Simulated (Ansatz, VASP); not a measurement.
# One calculation of Ba, two programs

The input INCAR:

```
SYSTEM = Ba
ALGO = Fast ; EDIFF = 1E-6
ENCUT = 520 ; GGA = PE
ISIF = 2 ; ISMEAR = -1
LASPH = .True. ; LCHARG = .False.
LREAL = .False. ; LWAVE = .False.
NBANDS = 28 ; NELM = 80
PREC = Accurate ; SIGMA = 0.05
```

Contents of KPOINTS:

```
k-points
0
Gamma
  5 5 5
  0 0 0
```

POSCAR

```
Ba
1.0
   -4.1311947479      4.1311947479      3.8367706453
    4.1311947479     -4.1311947479      3.8367706453
    4.1311947479      4.1311947479     -3.8367706453
Ba
4
Direct
    0.6859350000      0.1838690000      0.8602340000
    0.3130710000      0.8172540000      0.1376880000
    0.1871420000      0.3189790000      0.5009520000
    0.8268570000      0.6923590000      0.5088430000
```

input.yaml

```yaml
crystal:
  lattice:
    - [-4.1311947479, 4.1311947479, 3.8367706453]
    - [4.1311947479, -4.1311947479, 3.8367706453]
    - [4.1311947479, 4.1311947479, -3.8367706453]
  atoms:
    - { symbol: Ba, position: [0.685935, 0.183869, 0.860234] }
    - { symbol: Ba, position: [0.313071, 0.817254, 0.137688] }
    - { symbol: Ba, position: [0.187142, 0.318979, 0.500952] }
    - { symbol: Ba, position: [0.826857, 0.692359, 0.508843] }
hamiltonian:
  xc: pbe
  pseudopotentials: { kind: paw }
kpoints:
  mp_grid: { grid: [5, 5, 5] }
scf:
  occupations: { method: fermi_dirac, width: 0.05 }
output:
  forces: true
  stress: true
  eigenvalues: true
```

Change from the starting cell: atoms moved at random, drawn with an rms of 0.05 Å.

Alike in both runs: task single point; functional PBE; k mesh 5 × 5 × 5; occupations fermi-dirac, width 0.05 eV; no spin polarisation.

|  | VASP | Ansatz |
| --- | --- | --- |
| version | VASP 6.6.1 | Ansatz 0.2.0 |
| potentials or method | VASP PAW PBE potentials, release 64 (Ba_sv) | Ansatz PAW |
| plane-wave cutoff (eV) | 520 | 420 |
| valence electrons in the cell | 40 | 40 |

VASP gave:

- gap on the k mesh at the Fermi level (eV): none
- pressure (GPa): -0.1
- traceless stress, the component that is largest in VASP (GPa): -0.07
- rms of the force components (eV/Å): 0.087

Problem. Estimate Ansatz's values.

Solution. gap on the k mesh at the Fermi level (eV): none; pressure (GPa): -0.2; traceless stress, the component that is largest in VASP (GPa): -0.07; rms of the force components (eV/Å): 0.085.

Atom by atom the forces differ by 0.003 eV/Å (rms over components). A gap of «none» marks a metal or a gap that the smearing closes. With one functional, cell and mesh, what is left measures potentials, basis and numerics.

Neither program's run includes spin-orbit coupling.
